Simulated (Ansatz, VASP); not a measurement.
# Two plane-wave programs on BN

```
B N
1.0
     0.00000    1.84092    1.78930
     1.84092    0.00000    1.78930
     1.84092    1.84092    0.00000
B N
1 1
Direct
  0.00000 0.00000 0.00000
  0.25000 0.25000 0.25000
```

Change from the starting cell: epitaxial_xy strain +2.0%.

Alike in both runs: task single point; functional PBE; k mesh 12 × 12 × 12; occupations fermi-dirac, width 0.02 eV; no spin polarisation.

|  | VASP | Ansatz |
| --- | --- | --- |
| version | VASP 6.6.1 | Ansatz 0.2.0 |
| potentials or method | VASP PAW PBE potentials, release 64 (B, N) | plane waves, PAW |
| plane-wave cutoff (eV) | 520 | 420 |
| valence electrons in the cell | 8 | 8 |

```csv
,VASP,Ansatz,Ansatz less VASP
gap on the k mesh at the Fermi level (eV),3.95,3.96,+0.011
pressure (GPa),-6.5,-6.7,-0.18
"traceless stress, the component that is largest in VASP (GPa)",10.93,10.92,-0.009
```
